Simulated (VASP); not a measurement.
# Pb3Se (Pm-3m) in VASP: single point with PBEsol

Aim: the single point of Pb3Se with PBEsol.

Everything below comes from runs of VASP 6.6.1. Logs are shortened: lines on timing, memory, paths and dates and some standing lists are left out, and cuts for length are marked.

### 1 The cell of the first run

The structure is cubic, space group Pm-3m (No. 221). The conventional cell has a = 5.001 Å, b = 5.001 Å, c = 5.001 Å, α = 90.00°, β = 90.00°, γ = 90.00°. Within 4.6 Å of Pb (site symmetry 4/mmm) lie 8 Pb at 3.54 Å and 4 Se at 3.54 Å. Within 4.6 Å of Se (site symmetry m-3m) lie 12 Pb at 3.54 Å.

### 2 Single point, PBEsol (Sn replaced by Pb, lengths x 1.023, strained)

INCAR

```
ALGO     = Normal         # electronic algorithm
EDIFF    = 1E-6           # SCF threshold, eV
ENCUT    = 520            # plane-wave cutoff, eV
GGA      = PS             # functional
ISIF     = 2              # what is computed and relaxed
ISMEAR   = 0              # smearing method
LASPH    = T              # aspherical terms in the spheres
LCHARG   = T              # write CHGCAR
LELF     = T              # ELF
LREAL    = F              # projectors in reciprocal space
LVHAR    = T            
LWAVE    = F              # write WAVECAR
NBANDS   = 32             # bands
NELM     = 60             # most SCF steps
PREC     = Accurate       # precision mode
SIGMA    = 0.1            # smearing width, eV
```

KPOINTS

```
k-points
0
Gamma
  8 8 8
```

POSCAR

```
Pb3Se
1.0
    5.0011617648      0.0000000000      0.0000000000
    0.0000000000      5.0011617648      0.0000000000
    0.0000000000      0.0000000000      5.0011617648
Pb Se
3 1
Direct
    0.0000000000      0.5000000000      0.5000000000
    0.5000000000      0.0000000000      0.5000000000
    0.5000000000      0.5000000000      0.0000000000
    0.0000000000      0.0000000000      0.0000000000
```

Potentials or basis: VASP PAW PBE potentials, release 64 (Pb_d, Se).

On the command line:

```sh
$ cat potpaw_PBE.64/Pb_d/POTCAR potpaw_PBE.64/Se/POTCAR > POTCAR
$ mpirun -np 1 vasp_std > vasp.out
```

OUTCAR:

```text
EDIFF = 1E-6
   ENCUT = 520
   GGA = PS
   ISIF = 2
   ISMEAR = 0
   LASPH = T
   LREAL = F
   NELM = 60
   PREC = Accurate

 ion  position               nearest neighbor table
   1  0.000  0.500  0.500-   2 3.54   3 3.54   3 3.54   2 3.54   2 3.54   3 3.54   3 3.54   2 3.54

   2  0.500  0.000  0.500-   1 3.54   3 3.54   3 3.54   1 3.54   3 3.54   3 3.54   1 3.54   1 3.54

   3  0.500  0.500  0.000-   1 3.54   2 3.54   1 3.54   2 3.54   2 3.54   2 3.54   1 3.54   1 3.54

   4  0.000  0.000  0.000-

  LATTYP: Found a simple cubic cell.
 ALAT       =     5.0011617648

  Lattice vectors:

 A1 = (   5.0011617648,   0.0000000000,   0.0000000000)
 A2 = (   0.0000000000,   5.0011617648,   0.0000000000)
 A3 = (   0.0000000000,   0.0000000000,   5.0011617648)

Analysis of symmetry for initial positions (statically):
=====================================================================
 Subroutine PRICEL returns:
 Original cell was already a primitive cell.

 Routine SETGRP: Setting up the symmetry group for a
 simple cubic supercell.

 Subroutine GETGRP returns: Found 48 space group operations
 (whereof 48 operations were pure point group operations)
 out of a pool of 48 trial point group operations.

The static configuration has the point symmetry O_h .

Analysis of symmetry for dynamics (positions and initial velocities):
=====================================================================
 Subroutine PRICEL returns:
 Original cell was already a primitive cell.

 Routine SETGRP: Setting up the symmetry group for a
 simple cubic supercell.

 Subroutine GETGRP returns: Found 48 space group operations
 (whereof 48 operations were pure point group operations)
 out of a pool of 48 trial point group operations.

The dynamic configuration has the point symmetry O_h .

 Subroutine INISYM returns: Found 48 space group operations
 (whereof 48 operations are pure point group operations),
 and found     1 'primitive' translations

----------------------------------------------------------------------------------------

                                     Primitive cell

  volume of cell :     125.0872

  direct lattice vectors                    reciprocal lattice vectors
[... 88 lines left out ...]
   LASPH  =      T    aspherical Exc in radial PAW
   ENCUT  =  520.0 eV  38.22 Ry    6.18 a.u.   9.30  9.30  9.30*2*pi/ulx,y,z
   NELM   =     60;   NELMIN=  2; NELMDL= -5     # of ELM steps
   EDIFF  = 0.1E-05   stopping-criterion for ELM
   LREAL  =      F    real-space projection
   EDIFFG = 0.1E-04   stopping-criterion for IOM
   NSW    =      0    number of steps for IOM
   IBRION =     -1    ionic relax: 0-MD 1-quasi-New 2-CG
   NFREE  =      0    steps in history (QN), initial steepest desc. (CG)
   ISIF   =      2    stress and relaxation
   ISYM   =      2    0-nonsym 1-usesym 2-fastsym
   POTIM  = 0.5000    time-step for ionic-motion
   TEBEG  =    0.0;   TEEND  =   0.0 temperature during run
   PSTRESS=    0.0 pullay stress
   NELECT =      48.0000    total number of electrons
   NUPDOWN=      -1.0000    fix difference up-down
   EMIN   =  10.00;   EMAX   =-10.00  energy-range for DOS
   EFERMI =   0.00;   METHOD = LEGACY
   ISMEAR =     0;   SIGMA  =   0.10  broadening in eV -4-tet -1-fermi 0-gaus
   EFERMI_NEDOS =   21; number of points for ismear=-14 and -15
   IALGO  =     38    algorithm
   IMIX   =      4    mixing-type and parameters
     AMIX     =   0.40;   BMIX     =  1.00
     AMIX_MAG =   1.60;   BMIX_MAG =  1.00
  volume/ion in A,a.u.               =      31.27       211.03
  Fermi-wavevector in a.u.,A,eV,Ry     =   1.189646  2.248105 19.255742  1.415257
  Thomas-Fermi vector in A             =   2.325748
   LORBIT       =      0    0 simple, 1 ext, 2 COOP (PROOUT), +10 PAW based schemes
   GGA     = PS    functional components
   LHFCALC =     F    Hartree Fock is set to
   AEXX    =    0.0000 exact exchange contribution
   IVDW    =     0    specifies the selected vdW correction
   LEPSILON=     F    determine dielectric tensor
   LRPA    =     F    only Hartree local field effects (RPA)
 non-spin polarized calculation
 Gauss-broadening in eV      SIGMA  =   0.10
  energy-cutoff  :      520.00
  volume of cell :      125.09
 maximum number of plane-waves:      3407
 NGX is ok and might be reduce to    40
   NGX = 19   NGY = 19   NGZ = 19

 number of electron      48.0000010 magnetization

 Free energy of the ion-electron system (eV)
  ---------------------------------------------------
  ext. energy  EPLUGINS =         0.00000000
  ---------------------------------------------------
  free energy    TOTEN  =       -15.77219682 eV

  energy without entropy =      -15.75726898  energy(sigma->0) =      -15.76473290

 E-fermi :   5.6764     XC(G=0):  -9.8460

 val. band max:        5.6595229170   @ k =   0.5000   0.3750   0.2500
 cond. band min:       5.6829334707   @ k =   0.3750   0.2500   0.0000
 fundamental gap:      0.0234105538
 Fermi energy:         5.6763760788

 k-point     1 :       0.0000    0.0000    0.0000
  band No.  band energies     occupation
      1     -11.5919      2.00000
      2     -11.5919      2.00000
      3     -11.5919      2.00000
      4     -11.5417      2.00000
      5     -11.5229      2.00000
      6     -11.5229      2.00000
[... 829 lines left out ...]
     31      10.4690      0.00000
     32      13.3225      0.00000

 [... further k-points ...]

------------------------ aborting loop because EDIFF is reached ----------------------------------------

  FORCE on cell =-STRESS in cart. coord.  units (eV):
  Direction    XX          YY          ZZ          XY          YZ          ZX
  --------------------------------------------------------------------------------------
  -------------------------------------------------------------------------------------
  Total       -3.5213646     -3.5213646     -3.5213646      0.0000000      0.0000000     -0.0000000
  in kB      -45.1033570    -45.1033570    -45.1033570      0.0000000      0.0000000     -0.0000000
  external PRESSURE =     -45.1033570 kB  Pullay stress =       0.0000000 kB

 VOLUME and BASIS-vectors are now :
 -----------------------------------------------------------------------------
  energy-cutoff  :      520.00
  volume of cell :      125.09
      direct lattice vectors                 reciprocal lattice vectors
     5.001161765  0.000000000  0.000000000     0.199953540  0.000000000  0.000000000
     0.000000000  5.001161765  0.000000000     0.000000000  0.199953540  0.000000000
     0.000000000  0.000000000  5.001161765     0.000000000  0.000000000  0.199953540

 POSITION                                       TOTAL-FORCE (eV/Angst)
 -----------------------------------------------------------------------------------
      0.00000      2.50058      2.50058         0.000000      0.000000      0.000000
      2.50058      0.00000      2.50058         0.000000      0.000000      0.000000
      2.50058      2.50058      0.00000         0.000000      0.000000      0.000000
      0.00000      0.00000      0.00000         0.000000      0.000000      0.000000
 -----------------------------------------------------------------------------------
    total drift:                               -0.000000     -0.000000     -0.000000

  FREE ENERGIE OF THE ION-ELECTRON SYSTEM (eV)
  ---------------------------------------------------
  free  energy   TOTEN  =       -15.7721968195 eV

  energy  without entropy=      -15.7572689784  energy(sigma->0) =      -15.76473290
```

OSZICAR:

```text
N       E                     dE             d eps       ncg     rms          rms(c)
DAV:   1     0.525388674832E+03    0.52539E+03   -0.22883E+04  2240   0.168E+03
DAV:   2     0.322627544136E+02   -0.49313E+03   -0.47948E+03  2280   0.448E+02
DAV:   3    -0.140960533213E+02   -0.46359E+02   -0.44704E+02  2920   0.166E+02
DAV:   4    -0.159804633622E+02   -0.18844E+01   -0.18805E+01  2600   0.378E+01
DAV:   5    -0.160576227446E+02   -0.77159E-01   -0.77156E-01  2944   0.713E+00    0.284E+00
DAV:   6    -0.157836645608E+02    0.27396E+00   -0.45014E-01  3120   0.464E+00    0.144E+00
DAV:   7    -0.157770540261E+02    0.66105E-02   -0.93232E-02  2784   0.153E+00    0.846E-01
DAV:   8    -0.157723831184E+02    0.46709E-02   -0.16760E-02  3072   0.752E-01    0.107E-01
DAV:   9    -0.157721547977E+02    0.22832E-03   -0.18269E-03  2728   0.370E-01    0.587E-02
DAV:  10    -0.157722089621E+02   -0.54164E-04   -0.35609E-04  2960   0.213E-01    0.193E-02
DAV:  11    -0.157721971178E+02    0.11844E-04   -0.33560E-05  3000   0.535E-02    0.915E-03
DAV:  12    -0.157721968195E+02    0.29827E-06   -0.79794E-06  2392   0.187E-02
   1 F= -.15772197E+02 E0= -.15764733E+02  d E =-.149278E-01
```

Wall time 3.1 min (1 thread of Intel Xeon 8259CL, shared host); peak memory 0.31 GiB.

Results:

- Free energy: -15.7722 eV
- Pressure: -4.5 GPa
- Band gap on the k mesh: zero (bands 24 and 25 overlap by 2.21 eV)

Caveat: the cell differs from its parent crystal (Sn replaced by Pb, lengths x 1.023, strained); the cell stands under tension; the PAW data sets were made with another functional, which shifts forces and pressure a little; spin-orbit coupling is left out, which moves the levels of the heavy elements.
